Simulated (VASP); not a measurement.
A run of VASP 6.6.1:

File INCAR:

```
SYSTEM = CoSi2
PREC = Accurate
ENCUT = 520
EDIFF = 1E-6
ISMEAR = -1
SIGMA = 0.05
LREAL = .False.
LASPH = .True.
NELM = 80
ALGO = Normal
ISIF = 2
LWAVE = .False.
LCHARG = .False.
GGA = PE
NBANDS = 16
```

File KPOINTS:

```
Automatic mesh
0
Gamma
  9 9 9
  0 0 0
```

POSCAR

```
CoSi2
1.0
    0.0000000000      2.6780000000      2.6780000000
    2.6780000000      0.0000000000      2.6780000000
    2.6780000000      2.6780000000      0.0000000000
Co Si
1 2
Direct
    0.0000000000      0.0000000000      0.0000000000
    0.7500000000      0.7500000000      0.7500000000
    0.2500000000      0.2500000000      0.2500000000
```

Potentials or basis: VASP PAW PBE potentials, release 64 (Co, Si).

Launch:

```console
$ cat potpaw_PBE.64/Co/POTCAR potpaw_PBE.64/Si/POTCAR > POTCAR
$ mpirun -np 1 vasp_std > vasp.out
```

Hardware: 1 thread of Intel(R) Xeon(R) Platinum 8375C CPU @ 2.90GHz (Ice Lake), with other jobs on the host.

Question: How long does it take, and how much memory?

Answer: Run time: 19 s on 1 thread of Intel(R) Xeon(R) Platinum 8375C CPU @ 2.90GHz (Ice Lake), with other jobs on the host, peak memory 0.16 GiB. Counts: scf iterations 14, k points 35.
